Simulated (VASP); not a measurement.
Input of a VASP 6.6.1 run:

Contents of INCAR:

```
SYSTEM = TaV
  ALGO = Normal
  EDIFF = 1E-7
  ENCUT = 520
  GGA = PE
  ISIF = 2
  ISMEAR = 0
  ISPIN = 2
  LASPH = .True.
  LCHARG = .False.
  LMAXMIX = 4
  LORBIT = 11
  LREAL = .False.
  LWAVE = .False.
  MAGMOM = 0 2
  NBANDS = 23
  NELM = 150
  PREC = Accurate
  SIGMA = 0.1
```

Contents of KPOINTS:

```
k-points
0
Gamma
  8 8 5
  0 0 0
```

POSCAR

```
TaV
1.0
    1.6067000000     -2.3077750000      0.0000000000
    1.6067000000      2.3077750000      0.0000000000
    0.0000000000      0.0000000000      4.3413610000
Ta V
1 1
Direct
    0.0000000000      0.0000000000      0.0000000000
    0.5000000000      0.5000000000      0.5000000000
```

Potentials or basis: VASP PAW PBE potentials, release 64 (Ta_pv, V_sv).

Command:

```console
$ cat potpaw_PBE.64/Ta_pv/POTCAR potpaw_PBE.64/V_sv/POTCAR > POTCAR
$ mpirun -np 1 vasp_std > vasp.out
```

(1) What does it give for the pressure?

(2) What does it give for the net moment?

(3) What does it give for the site moments?

Results:

(1) -0.4 GPa.

(2) 0.35 μB per cell.

(3) Ta +0.01; V +0.29 μB.
